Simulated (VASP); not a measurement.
The system is Sc.

```
Sc
1.0
     3.30900    0.00000    0.00000
    -1.65450    2.86568    0.00000
     0.00000    0.00000    5.27330
Sc
2
Direct
  0.66667 0.33333 0.75000
  0.33333 0.66667 0.25000
```

Base run:

```yaml
Program: VASP 6.6.1
Functional: PBE
Potentials_or_basis: VASP PAW PBE potentials, release 64 (Sc_sv)
Cutoff: 520 eV
k_mesh: 9 × 9 × 5
Occupations: fermi-dirac, width 0.05 eV
Spin: no spin polarisation
```

Its results: band gap on the k mesh zero (band 11 reaches 4.27 eV, above the bottom of band 12 at 3.15 eV); pressure -0.6 GPa.

Question: The run is repeated on the same cell with these changes: further incar settings from ALGO = Normal; EDIFF = 1e-07; NBANDS = 18 to ALGO = Fast; EDIFF = 1e-07; NBANDS = 18; dispersion from none to D3(BJ). What comes out?

Answer: Band gap on the k mesh zero (band 11 reaches 4.27 eV, above the bottom of band 12 at 3.15 eV); pressure -3.1 GPa.

Caveats: three body term missing (some runs); pairwise dispersion overbinds metals, which lowers pressure and volume (some runs).
